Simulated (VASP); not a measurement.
# MgO (P-1) in VASP: single point with PBE

Aim: the single point of MgO with PBE.

Everything below comes from runs of VASP 6.6.1. Logs are shortened: lines on timing, memory, paths and dates and some standing lists are left out, and cuts for length are marked.

### 1 The cell of the first run

The typed cell holds 4 atoms: a = 3.521 Å, b = 3.521 Å, c = 4.239 Å, α = 90.00°, β = 90.00°, γ = 120.00°.

### 2 Single point, PBE (atoms displaced along several vibrational modes)

INCAR reads:

```
PREC = Accurate
ENCUT = 520
EDIFF = 1E-6
ISMEAR = 0
SIGMA = 0.05
LREAL = False
LASPH = True
NELM = 100
ALGO = Normal
ISIF = 2
LWAVE = False
LCHARG = True
GGA = PE
LELF = True
LVHAR = True
NBANDS = 16
```

KPOINTS reads:

```
Automatic mesh
0
Gamma
  9 9 6
```

POSCAR reads:

```
MgO
1.0
    3.5213164919      0.0000000000      0.0000000000
   -1.7606582460      3.0495495368      0.0000000000
    0.0000000000      0.0000000000      4.2393824272
Mg O
2 2
Direct
    0.6549380986      0.3333333333      0.7383709477
    0.3450619014      0.6666666667      0.2616290523
    0.6750669916      0.3333333333      0.2499012687
    0.3249330084      0.6666666667      0.7500987313
```

Potentials or basis: VASP PAW PBE potentials, release 64 (Mg, O).

Run with:

```bash
> cat potpaw_PBE.64/Mg/POTCAR potpaw_PBE.64/O/POTCAR > POTCAR
> mpirun -np 1 vasp_std > vasp.out
```

OUTCAR:

```text
PREC = Accurate
   ENCUT = 520
   EDIFF = 1E-6
   ISMEAR = 0
   LREAL = False
   LASPH = True
   NELM = 100
   ISIF = 2
   GGA = PE

 ion  position               nearest neighbor table
   1  0.655  0.333  0.738-   4 2.02   4 2.03   4 2.04   3 2.07   3 2.17   2 2.82   2 2.87   2 2.92
                             2 2.96   2 3.01   2 3.06
   2  0.345  0.667  0.262-   3 2.02   3 2.03   3 2.04   4 2.07   4 2.17   1 2.82   1 2.87   1 2.92
                             1 2.96   1 3.01   1 3.06
   3  0.675  0.333  0.250-   2 2.02   2 2.03   2 2.04   1 2.07   1 2.17
   4  0.325  0.667  0.750-   1 2.02   1 2.03   1 2.04   2 2.07   2 2.17

  LATTYP: Found a hexagonal cell.
 ALAT       =     3.5213164919
 C/A-ratio  =     1.2039197377

  Lattice vectors:

 A1 = (   3.5213164919,   0.0000000000,   0.0000000000)
 A2 = (  -1.7606582460,   3.0495495368,   0.0000000000)
 A3 = (   0.0000000000,   0.0000000000,   4.2393824272)

Analysis of symmetry for initial positions (statically):
=====================================================================
 Subroutine PRICEL returns:
 Original cell was already a primitive cell.

 Routine SETGRP: Setting up the symmetry group for a
 hexagonal supercell.

 Subroutine GETGRP returns: Found  2 space group operations
 (whereof  2 operations were pure point group operations)
 out of a pool of 24 trial point group operations.

The static configuration has the point symmetry S_2 .

Analysis of symmetry for dynamics (positions and initial velocities):
=====================================================================
 Subroutine PRICEL returns:
 Original cell was already a primitive cell.

 Routine SETGRP: Setting up the symmetry group for a
 hexagonal supercell.

 Subroutine GETGRP returns: Found  2 space group operations
 (whereof  2 operations were pure point group operations)
 out of a pool of 24 trial point group operations.

The dynamic configuration has the point symmetry S_2 .

 Subroutine INISYM returns: Found  2 space group operations
 (whereof  2 operations are pure point group operations),
 and found     1 'primitive' translations

----------------------------------------------------------------------------------------

                                     Primitive cell

  volume of cell :      45.5243

  direct lattice vectors                    reciprocal lattice vectors
     3.521316492  0.000000000  0.000000000     0.283984698  0.163958642  0.000000000
    -1.760658246  3.049549537  0.000000000     0.000000000  0.327917283  0.000000000
     0.000000000  0.000000000  4.239382427     0.000000000  0.000000000  0.235883414

  length of vectors
     3.521316492  3.521316492  4.239382427     0.327917284  0.327917283  0.235883414

  position of ions in fractional coordinates (direct lattice)
     0.654938099  0.333333333  0.738370948
     0.345061901  0.666666667  0.261629052
     0.675066992  0.333333333  0.249901269
     0.324933008  0.666666667  0.750098731

  ion indices of the primitive-cell ions
   primitive index   ion index
                 1           1
                 2           2
                 3           3
                 4           4

----------------------------------------------------------------------------------------

 KPOINTS: Automatic mesh

Automatic generation of k-mesh.
 Grid dimensions read from file:
 generate k-points for:    9    9    6

 Generating k-lattice:

  Cartesian coordinates                     Fractional coordinates (reciprocal lattice)
     0.031553855  0.018217627  0.000000000     0.111111111  0.000000000  0.000000000
     0.000000000  0.036435254  0.000000000     0.000000000  0.111111111  0.000000000
     0.000000000  0.000000000  0.039313902     0.000000000  0.000000000  0.166666667

  Length of vectors
     0.036435254  0.036435254  0.039313902

  Shift w.r.t. Gamma in fractional coordinates (k-lattice)
     0.000000000  0.000000000  0.000000000

 Subroutine IBZKPT returns following result:
 ===========================================

 Found    244 irreducible k-points:

 Following reciprocal coordinates:
            Coordinates               Weight
  0.000000  0.000000  0.000000      1.000000
  0.111111  0.000000  0.000000      2.000000
  0.000000  0.111111  0.000000      2.000000
 -0.111111  0.111111  0.000000      2.000000
  0.222222 -0.000000  0.000000      2.000000
  0.000000  0.222222  0.000000      2.000000
[... 16 lines left out ...]
  0.333333  0.111111  0.000000      2.000000
 -0.111111  0.444444  0.000000      2.000000
 [... further k-points ...]
   k-points           NKPTS =    244   k-points in BZ     NKDIM =    244   number of bands    NBANDS=     16
   number of dos      NEDOS =    301   number of ions     NIONS =      4
   total plane-waves  NPLWV =  25088
   dimension x,y,z NGX =    28 NGY =   28 NGZ =   32
   dimension x,y,z NGXF=    56 NGYF=   56 NGZF=   64
   ions per type =               2   2
   NGX,Y,Z   is equivalent  to a cutoff of  13.22, 13.22, 12.55 a.u.
   NGXF,Y,Z  is equivalent  to a cutoff of  26.44, 26.44, 25.10 a.u.
 SYSTEM =  unknown system
   PREC   = accura    normal or accurate (medium, high low for compatibility)
   ISTART =      0    job   : 0-new  1-cont  2-samecut
   ICHARG =      2    charge: 1-file 2-atom 10-const
   ISPIN  =      1    spin polarized calculation?
   LNONCOLLINEAR =      F non collinear calculations
   LSORBIT =      F    spin-orbit coupling
   LASPH  =      T    aspherical Exc in radial PAW
   ENCUT  =  520.0 eV  38.22 Ry    6.18 a.u.   6.55  6.55  7.88*2*pi/ulx,y,z
   NELM   =    100;   NELMIN=  2; NELMDL= -5     # of ELM steps
   EDIFF  = 0.1E-05   stopping-criterion for ELM
   LREAL  =      F    real-space projection
   EDIFFG = 0.1E-04   stopping-criterion for IOM
   NSW    =      0    number of steps for IOM
   IBRION =     -1    ionic relax: 0-MD 1-quasi-New 2-CG
   NFREE  =      0    steps in history (QN), initial steepest desc. (CG)
   ISIF   =      2    stress and relaxation
   ISYM   =      2    0-nonsym 1-usesym 2-fastsym
   POTIM  = 0.5000    time-step for ionic-motion
   TEBEG  =    0.0;   TEEND  =   0.0 temperature during run
   PSTRESS=    0.0 pullay stress
   NELECT =      16.0000    total number of electrons
   NUPDOWN=      -1.0000    fix difference up-down
   EMIN   =  10.00;   EMAX   =-10.00  energy-range for DOS
   EFERMI =   0.00;   METHOD = LEGACY
   ISMEAR =     0;   SIGMA  =   0.05  broadening in eV -4-tet -1-fermi 0-gaus
   EFERMI_NEDOS =   21; number of points for ismear=-14 and -15
   IALGO  =     38    algorithm
   IMIX   =      4    mixing-type and parameters
     AMIX     =   0.40;   BMIX     =  1.00
     AMIX_MAG =   1.60;   BMIX_MAG =  1.00
  volume/ion in A,a.u.               =      11.38        76.80
  Fermi-wavevector in a.u.,A,eV,Ry     =   1.155315  2.183229 18.160411  1.334753
  Thomas-Fermi vector in A             =   2.291944
   LORBIT       =      0    0 simple, 1 ext, 2 COOP (PROOUT), +10 PAW based schemes
   GGA     = PE    functional components
   LHFCALC =     F    Hartree Fock is set to
   AEXX    =    0.0000 exact exchange contribution
   IVDW    =     0    specifies the selected vdW correction
   LEPSILON=     F    determine dielectric tensor
   LRPA    =     F    only Hartree local field effects (RPA)
 non-spin polarized calculation
 Gauss-broadening in eV      SIGMA  =   0.05
  energy-cutoff  :      520.00
  volume of cell :       45.52
 maximum number of plane-waves:      1252
 NGX is ok and might be reduce to    28
   NGX = 13   NGY = 13   NGZ = 15

 number of electron      15.9999997 magnetization

 Free energy of the ion-electron system (eV)
  ---------------------------------------------------
  ext. energy  EPLUGINS =         0.00000000
  ---------------------------------------------------
  free energy    TOTEN  =       -23.62472138 eV

  energy without entropy =      -23.62472138  energy(sigma->0) =      -23.62472138

 E-fermi :   2.0276     XC(G=0):  -9.9228

 val. band max:        1.7929344489   @ k =   0.0000   0.0000   0.0000
 cond. band min:       5.0388031353   @ k =   0.0000   0.0000   0.0000
 fundamental gap:      3.2458686864
 Fermi energy:         2.0276062126

 k-point     1 :       0.0000    0.0000    0.0000
  band No.  band energies     occupation
      1     -15.0044      2.00000
      2     -13.6988      2.00000
      3      -1.7376      2.00000
      4       0.1012      2.00000
      5       0.1405      2.00000
      6       0.9482      2.00000
[... 8 lines left out ...]
     15      17.1539      0.00000
     16      17.2625      0.00000

 k-point     2 :       0.1111    0.0000    0.0000
  band No.  band energies     occupation
      1     -14.9465      2.00000
      2     -13.7094      2.00000
      3      -1.6420      2.00000
      4      -0.0766      2.00000
      5       0.0389      2.00000
      6       0.7556      2.00000
[... 8 lines left out ...]
     15      16.6970      0.00000
     16      16.7837      0.00000

 k-point     3 :       0.0000    0.1111    0.0000
  band No.  band energies     occupation
      1     -14.9472      2.00000
      2     -13.7081      2.00000
      3      -1.6434      2.00000
      4      -0.0748      2.00000
      5       0.0320      2.00000
      6       0.7078      2.00000
[... 8 lines left out ...]
     15      16.5622      0.00000
     16      16.8948      0.00000

 k-point     4 :      -0.1111    0.1111    0.0000
  band No.  band energies     occupation
      1     -14.9480      2.00000
      2     -13.7068      2.00000
      3      -1.6450      2.00000
      4      -0.0694      2.00000
      5       0.0187      2.00000
      6       0.6715      2.00000
[... 8 lines left out ...]
     15      16.6298      0.00000
     16      16.8505      0.00000

 k-point     5 :       0.2222   -0.0000    0.0000
  band No.  band energies     occupation
      1     -14.7868      2.00000
      2     -13.7487      2.00000
      3      -1.3669      2.00000
      4      -0.6006      2.00000
      5      -0.1665      2.00000
      6       0.2937      2.00000
[... 8 lines left out ...]
     15      15.7103      0.00000
     16      16.0847      0.00000

 k-point     6 :       0.0000    0.2222    0.0000
  band No.  band energies     occupation
      1     -14.7899      2.00000
      2     -13.7435      2.00000
      3      -1.3736      2.00000
      4      -0.6320      2.00000
      5      -0.1664      2.00000
      6       0.2898      2.00000
[... 8 lines left out ...]
     15      15.6216      0.00000
     16      16.3469      0.00000
[... 267 lines left out ...]
 k-point    21 :       0.1111    0.2222    0.0000
  band No.  band energies     occupation
      1     -14.6488      2.00000
      2     -13.7917      2.00000
      3      -1.1163      2.00000
      4      -0.9664      2.00000
      5      -0.4432      2.00000
      6       0.2343      2.00000
[... 8 lines left out ...]
     15      15.8427      0.00000
     16      16.0196      0.00000

 k-point    22 :       0.3333   -0.1111    0.0000
  band No.  band energies     occupation
      1     -14.6493      2.00000
      2     -13.7908      2.00000
      3      -1.1175      2.00000
      4      -0.9583      2.00000
      5      -0.4597      2.00000
      6       0.2301      2.00000
[... 8 lines left out ...]
     15      15.8898      0.00000
     16      15.9623      0.00000

 k-point    23 :       0.3333    0.1111    0.0000
  band No.  band energies     occupation
      1     -14.4243      2.00000
      2     -13.9010      2.00000
      3      -1.4301      2.00000
      4      -0.6658      2.00000
      5      -0.5081      2.00000
      6      -0.0426      2.00000
[... 8 lines left out ...]
     15      15.7900      0.00000
     16      16.2088      0.00000

 k-point    24 :      -0.1111    0.4444    0.0000
  band No.  band energies     occupation
      1     -14.4435      2.00000
      2     -13.8760      2.00000
      3      -1.4938      2.00000
      4      -0.7081      2.00000
      5      -0.5110      2.00000
      6      -0.0109      2.00000
[... 8 lines left out ...]
     15      16.1768      0.00000
     16      16.2571      0.00000

 [... further k-points ...]

------------------------ aborting loop because EDIFF is reached ----------------------------------------

  FORCE on cell =-STRESS in cart. coord.  units (eV):
  Direction    XX          YY          ZZ          XY          YZ          ZX
  --------------------------------------------------------------------------------------
  -------------------------------------------------------------------------------------
  Total       -0.1540222     -0.1213107      0.0152309     -0.0992851     -0.0045257      0.0543221
  in kB       -5.4206403     -4.2693960      0.5360340     -3.4942303     -0.1592787      1.9118058
  external PRESSURE =      -3.0513341 kB  Pullay stress =       0.0000000 kB

 VOLUME and BASIS-vectors are now :
 -----------------------------------------------------------------------------
  energy-cutoff  :      520.00
  volume of cell :       45.52
      direct lattice vectors                 reciprocal lattice vectors
     3.521316492  0.000000000  0.000000000     0.283984698  0.163958642  0.000000000
    -1.760658246  3.049549537  0.000000000     0.000000000  0.327917283  0.000000000
     0.000000000  0.000000000  4.239382427     0.000000000  0.000000000  0.235883414

 POSITION                                       TOTAL-FORCE (eV/Angst)
 -----------------------------------------------------------------------------------
      1.71936      1.01652      3.13024         0.304566     -0.014992      0.686031
      0.04130      2.03303      1.10915        -0.304566      0.014992     -0.686031
      1.79024      1.01652      1.05943        -0.142290     -0.003820      0.004074
     -0.02958      2.03303      3.17996         0.142290      0.003820     -0.004074
 -----------------------------------------------------------------------------------
    total drift:                               -0.000000      0.000000      0.000000

  FREE ENERGIE OF THE ION-ELECTRON SYSTEM (eV)
  ---------------------------------------------------
  free  energy   TOTEN  =       -23.6247213782 eV

  energy  without entropy=      -23.6247213782  energy(sigma->0) =      -23.62472138
```

It took 3 min on 1 thread of Intel Xeon 8259CL, shared host; peak memory 0.29 GiB.

Results:

* Free energy: -23.6247 eV
* Pressure: -0.3 GPa
* Largest force: 0.751 eV/Å
* Band gap on the k mesh: 3.25 eV

Forces on the atoms (eV/Å):
```
Mg   0.305 -0.015  0.686
Mg  -0.305  0.015 -0.686
O   -0.142 -0.004  0.004
O    0.142  0.004 -0.004
```

Levels at points of the mesh, in eV from the valence-band top:
```
           k point  band 4  band 5  band 6  band 7  band 8  band 9  band 10  band 11  band 12  band 13
(0.00, 0.00, 0.00)   -1.69   -1.65   -0.84   -0.71    0.00    3.25     9.17    11.90    12.15    12.51
(0.00, 0.00, 0.50)   -2.35   -1.27   -1.25   -1.24   -1.21    6.14     6.38    12.58    12.59    12.74
```

Caveat: the cell differs from its parent crystal (atoms displaced along several vibrational modes).
